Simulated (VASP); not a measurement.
# ScAl9 in VASP: notebook, part 2 of 2

VASP 6.6.1. Earlier steps stand in the parts before.

### 3 Single point, PBE

Input file INCAR:

```
SYSTEM = ScAl9
PREC     = Accurate       ! precision mode
ENCUT    = 520            ! plane-wave cutoff, eV
EDIFF    = 1E-7           ! SCF threshold, eV
ISMEAR   = -1             ! smearing method
SIGMA    = 0.0922         ! smearing width, eV
LREAL    = Auto         
LASPH    = .True.         ! aspherical terms in the spheres
NELM     = 100            ! most SCF steps
ALGO     = Normal         ! electronic algorithm
ISIF     = 2              ! what is computed and relaxed
LWAVE    = .False.        ! write WAVECAR
LCHARG   = .True.         ! write CHGCAR
GGA      = PE             ! functional
LELF     = .True.         ! ELF
LVHAR    = .True.       
NBANDS   = 54             ! bands
ISYM     = 0
```

Input file KPOINTS:

```
Automatic mesh
0
Gamma
  1 1 1
  0.25 0.25 0.25
```

Input file POSCAR:

```
ScAl9
1.0
    7.4469130000     -0.0134000000     -0.0543370000
   -0.0134000000      6.6775230000     -0.0651690000
   -0.0543370000     -0.0651690000      7.1022430000
Al Sc
18 2
Direct
    0.4231676271      0.6661036337      0.5584539936
    0.2724530522      0.3271981307      0.3755032680
    0.4434394603      0.9254890087     -0.0005055638
    0.4563677424      0.6123585369      0.1818331825
    0.2782974776      0.6058479014      0.8638633389
    0.6890181053      0.2622660124      0.1394909736
    0.7572198616      0.9938524822      0.7600862753
    0.2217155598      0.8813962543      0.3039139988
    0.0359721362      0.5413447442      0.1939258504
    0.2709991240      0.2665882484      0.0217092782
   -0.0645334481      0.1348443565      0.4602961512
    0.5568439958      0.3349947437      0.7976859570
    0.9742811576      0.0258465251      0.0963556031
    0.7429319849      0.6752751761     -0.0403377210
   -0.0682070678      0.3650801367      0.8307014756
    0.7169671017      0.4631203978      0.4980550419
    0.7698808511      0.8559687319      0.2766574788
    0.5174063200      0.0638385471      0.4343341394
    0.0248916090      0.6781020539      0.5757417436
    0.2195133034      0.0310600763      0.7069449537
```

Potentials or basis: VASP PAW PBE potentials, release 64 (Al, Sc_sv).

Command:

```console
cat potpaw_PBE.64/Al/POTCAR potpaw_PBE.64/Sc_sv/POTCAR > POTCAR
mpirun -np 1 vasp_std > vasp.out
```

It took 62 s on 1 thread of AMD EPYC 7R43 (Zen 3), shared host; peak memory 0.31 GiB.

The run converged. Its results:

- Free energy: -77.6228 eV
- Pressure: 4.9 GPa
- Largest force: 3.258 eV/Å
- Band gap on the k mesh: 0.35 eV

Forces in eV/Å, atoms in the order of the input:
```
Al   0.358  0.447 -0.960
Al  -0.330  0.446  0.740
Al   1.334  1.052  0.456
Al   0.694 -1.285  0.882
Al  -1.329 -0.140  0.209
Al  -0.237  0.022  0.518
Al   0.246  0.177 -0.237
Al   0.343  0.225  0.571
Al  -0.457 -0.539 -0.525
Al  -0.252  0.129  0.690
Al   0.193  0.985  0.003
Al  -0.759 -0.215 -0.177
Al   1.330  1.309 -2.670
Al   0.140 -0.207 -0.333
Al   0.467 -0.759  0.500
Al  -0.199 -0.153 -1.175
Al  -1.835 -1.876  1.100
Al   0.741  0.224  0.577
Sc  -0.308 -0.071 -0.193
Sc  -0.141  0.230  0.026
```

Stress tensor (GPa, compression positive):
```
 6.37  1.77  5.48
 1.77  0.83 -4.48
 5.48 -4.48  7.59
```

Levels at points of the mesh, in eV from the valence-band top:
```
           k point  band 34  band 35  band 36  band 37  band 38  band 39  band 40  band 41  band 42  band 43
(0.25, 0.25, 0.25)    -0.73    -0.64    -0.28    -0.14     0.00     0.35     0.58     0.79     0.98     1.10
```

Caveat: the k points lie up to 0.94 Å⁻¹ apart.

### 4 Single point, PBE

Input file INCAR:

```
PREC = Accurate
ENCUT = 520
EDIFF = 1E-6
ISMEAR = -1
SIGMA = 0.0508
LREAL = Auto
LASPH = True
NELM = 80
ALGO = Normal
ISIF = 2
LWAVE = False
LCHARG = False
GGA = PE
NBANDS = 54
ISYM = 0
```

KPOINTS is that of step 3.

Input file POSCAR:

```
ScAl9
1.0
    7.4469130000     -0.0134000000     -0.0543370000
   -0.0134000000      6.6775230000     -0.0651690000
   -0.0543370000     -0.0651690000      7.1022430000
Al Sc
18 2
Direct
    0.4121703047      0.7262937153      0.5415290540
    0.2967763625      0.3866844993      0.4118957602
    0.5166287557      0.9378591857      0.9503668633
    0.4957368713      0.6211953173      0.1597867789
    0.2352117634      0.6402314161      0.8857764994
    0.7070770110      0.2233384816      0.1210086995
    0.8271608707      0.9957762276      0.7079087805
    0.2860365679      0.9261409734      0.2885537780
    0.0276458664      0.5164618713      0.1626474196
    0.2999346718      0.2848629720      0.0669017922
    0.9908685122      0.1977470258      0.4259490696
    0.5376121866      0.3710629365      0.8145635166
    0.9883517065     -0.0448280876      0.0491721651
    0.7738887396      0.6503389071      0.8866623866
    0.9685471787      0.3327665908      0.8467067395
    0.6886982570      0.4754038154      0.4620349358
    0.7662311290      0.8523242892      0.3148206591
    0.5319268105      0.1074021202      0.4881662872
    0.0597892033      0.6613015556      0.5506478907
    0.2291338538      0.0543392320      0.7230750454
```

Command:

```console
cat potpaw_PBE.64/Al/POTCAR potpaw_PBE.64/Sc_sv/POTCAR > POTCAR
mpirun -np 1 vasp_std > vasp.out
```

It took 47 s on 1 thread of AMD EPYC 7R43 (Zen 3), shared host; peak memory 0.31 GiB.

Results (log left out):

```
Free energy            : -78.6326 eV
Pressure               : 3.0 GPa
Largest force          : 2.169 eV/Å
Band gap on the k mesh : 0.25 eV
```

Forces in eV/Å, atoms in the order of the input:
```
Al   1.498 -0.356  1.210
Al   0.378 -0.421 -0.055
Al   0.364  0.301 -0.059
Al   0.005 -0.604 -0.008
Al   0.542 -0.253 -0.074
Al   0.433  0.321  0.980
Al  -0.301 -0.069 -0.226
Al  -1.060  0.637 -0.807
Al  -0.553  0.192  1.274
Al  -0.487 -0.657 -0.263
Al  -0.511 -0.098 -0.407
Al  -0.253 -0.374 -1.291
Al   0.469  0.319  0.060
Al  -0.059  0.555  0.060
Al   0.250 -0.186 -0.421
Al   0.573 -0.094  0.339
Al  -0.236 -0.079 -0.058
Al   1.483  0.443  0.458
Sc  -2.114  0.481 -0.035
Sc  -0.419 -0.059 -0.676
```

Stress tensor (GPa, compression positive):
```
 6.47  1.30  6.43
 1.30 -0.77 -4.51
 6.43 -4.51  3.34
```

Levels at points of the mesh, in eV from the valence-band top:
| k point | band 35 | band 36 | band 37 | band 38 | band 39 | band 40 | band 41 | band 42 |
| --- | --- | --- | --- | --- | --- | --- | --- | --- |
| (0.25, 0.25, 0.25) | -0.63 | -0.41 | -0.17 | 0.00 | 0.25 | 0.46 | 0.64 | 0.88 |

Caveat: the k points lie up to 0.94 Å⁻¹ apart.

### 5 Single point, PBE

Input file INCAR:

```
SYSTEM = ScAl9
PREC = Accurate ; ENCUT = 520
EDIFF = 1E-6 ; ISMEAR = -1
SIGMA = 0.0508 ; LREAL = Auto
LASPH = .True. ; NELM = 80
ALGO = Normal ; ISIF = 2
LWAVE = .False. ; LCHARG = .False.
GGA = PE ; NBANDS = 54
ISYM = 0
```

KPOINTS is that of step 4.

Input file POSCAR:

```
ScAl9
1.0
    7.4469130000     -0.0134000000     -0.0543370000
   -0.0134000000      6.6775230000     -0.0651690000
   -0.0543370000     -0.0651690000      7.1022430000
Al Sc
18 2
Direct
    0.4474849430      0.6995792365      0.5635216746
    0.3311325654      0.3785105801      0.3533570882
    0.5682588755      0.9505621515      0.9686194442
    0.5168381902      0.6051561696      0.1108442585
    0.2380596855      0.6537799404      0.8799366107
    0.7230865455      0.2455486226      0.1264744830
    0.8219249254      1.0515305762      0.6855531599
    0.2721997497      0.9305937894      0.2859174749
    0.0334370493      0.5689779313      0.1702061717
    0.2789409052      0.2391646793      0.0276026792
    1.0009741594      0.2284997525      0.3842056704
    0.5238605957      0.3520131601      0.7775052696
    1.0127315797     -0.0145951688      0.0177511025
    0.7516019099      0.6881817631      0.8076706064
    0.9812656957      0.3733292945      0.8416116614
    0.7184576371      0.4631585809      0.4318271586
    0.7677588052      0.8532352755      0.2373092838
    0.5653171681      0.0958741290      0.4580314501
    0.0497267411      0.6958283335      0.5247182388
    0.2338580368      0.0539142889      0.6891805426
```

Command:

```console
cat potpaw_PBE.64/Al/POTCAR potpaw_PBE.64/Sc_sv/POTCAR > POTCAR
mpirun -np 1 vasp_std > vasp.out
```

Wall time 52 s (1 thread of AMD EPYC 7R43 (Zen 3), shared host); peak memory 0.31 GiB.

Results (log left out):

- Free energy: -78.8978 eV
- Pressure: 3.3 GPa
- Largest force: 1.975 eV/Å
- Band gap on the k mesh: 0.08 eV

Forces in eV/Å, atoms in the order of the input:
```
Al   0.043  0.269 -0.365
Al  -0.026  0.199  0.785
Al  -1.654  0.783 -0.744
Al  -0.210 -0.696  0.176
Al   0.516  0.057 -0.157
Al   0.304  0.526 -0.371
Al   0.708  0.153  0.286
Al   0.229 -0.235  0.104
Al  -0.080 -0.438 -0.485
Al   0.298  0.700  0.313
Al   0.138 -0.645  0.145
Al   0.521 -0.135 -0.236
Al  -0.298  0.061 -0.480
Al   0.442 -0.896 -0.100
Al  -0.455 -0.262 -0.237
Al  -0.069  0.683  0.476
Al   0.361 -0.313  1.127
Al  -0.345  0.071 -0.085
Sc  -0.411  0.107  0.268
Sc  -0.012  0.009 -0.420
```

Stress tensor (GPa, compression positive):
```
 5.80  3.37  6.66
 3.37 -0.92 -3.50
 6.66 -3.50  4.89
```

Levels at points of the mesh, in eV from the valence-band top:
| k point | band 36 | band 37 | band 38 | band 39 | band 40 | band 41 |
| --- | --- | --- | --- | --- | --- | --- |
| (0.25, 0.25, 0.25) | -0.55 | -0.27 | 0.00 | 0.08 | 0.34 | 0.69 |

Caveat: the k points lie up to 0.94 Å⁻¹ apart.

### 6 Single point, PBE

Input file INCAR:

```
SYSTEM = ScAl9
PREC = Accurate
ENCUT = 520
EDIFF = 1E-6
ISMEAR = -1
SIGMA = 0.0508
LREAL = Auto
LASPH = .True.
NELM = 80
ALGO = Normal
ISIF = 2
LWAVE = .False.
LCHARG = .True.
GGA = PE
LELF = .True.
LVHAR = .True.
ISYM = 0
NBANDS = 54
```

KPOINTS is that of step 5.

Input file POSCAR:

```
ScAl9
1.0
    7.4469130000     -0.0134000000     -0.0543370000
   -0.0134000000      6.6775230000     -0.0651690000
   -0.0543370000     -0.0651690000      7.1022430000
Al Sc
18 2
Direct
    0.4966215908      0.8008175607      0.5434938522
    0.2868500456      0.4161759364      0.4038054373
    0.5046400737      0.9859510793      0.9589042607
    0.4815828293      0.6421847756      0.1691509719
    0.2969295140      0.6171974659      0.8066476183
    0.7369532666      0.2774336158      0.0826186743
    0.8462382229      1.0621136830      0.6995803907
    0.2575586445      0.9193797426      0.2673524438
    0.0216276560      0.5672259767      0.1536419877
    0.2849572408      0.3385006704      0.0299772159
    0.9984782777      0.1769427716      0.3554269401
    0.5496150932      0.3223326446      0.7634121406
    1.0357993135      0.0162159862     -0.0117400930
    0.6903156555      0.6595701384      0.8341165190
    1.0008518223      0.3989668757      0.8043559700
    0.7316304513      0.4796702435      0.4646877379
    0.7902353957      0.8393526265      0.1973225630
    0.5526274250      0.1563105162      0.4150724942
    0.0304374472      0.7295093353      0.5539981205
    0.2460757046      0.0760971368      0.6843893105
```

Potentials or basis: VASP PAW PBE potentials, release 64 (Al, Sc_sv).

Command:

```console
cat potpaw_PBE.64/Al/POTCAR potpaw_PBE.64/Sc_sv/POTCAR > POTCAR
mpirun -np 1 vasp_std > vasp.out
```

Wall time 54 s (1 thread of AMD EPYC 7R43 (Zen 3), shared host); peak memory 0.31 GiB.

It converged, with:

```
Free energy            : -78.6690 eV
Pressure               : 3.0 GPa
Largest force          : 1.656 eV/Å
Band gap on the k mesh : 0.20 eV
```

Forces in eV/Å, atoms in the order of the input:
```
Al   0.220 -0.713 -0.719
Al  -0.164  0.429  0.287
Al   0.225 -0.387  0.607
Al   0.057 -0.635 -0.371
Al   0.159  1.004 -0.055
Al   0.230  0.018  0.319
Al  -1.109  0.061 -0.370
Al   0.466  0.236  0.501
Al   0.361 -0.750  0.331
Al   0.109 -1.444  0.804
Al  -0.352  0.385  0.344
Al   0.015 -0.260 -0.396
Al  -0.033 -0.183  0.313
Al   1.116  0.607  0.342
Al  -0.714 -0.076  0.086
Al   0.331  0.354 -0.078
Al  -0.830  1.028  0.351
Al   0.257 -0.368 -0.472
Sc  -0.072  0.147 -0.767
Sc  -0.270  0.549 -1.059
```

Stress tensor (GPa, compression positive):
```
 6.41  1.76  6.30
 1.76  0.17 -5.76
 6.30 -5.76  2.28
```

Levels at points of the mesh, in eV from the valence-band top:
| k point | band 34 | band 35 | band 36 | band 37 | band 38 | band 39 | band 40 | band 41 | band 42 | band 43 |
| --- | --- | --- | --- | --- | --- | --- | --- | --- | --- | --- |
| (0.25, 0.25, 0.25) | -0.84 | -0.66 | -0.46 | -0.17 | 0.00 | 0.20 | 0.62 | 0.65 | 0.97 | 1.13 |

Caveat: the k points lie up to 0.94 Å⁻¹ apart.
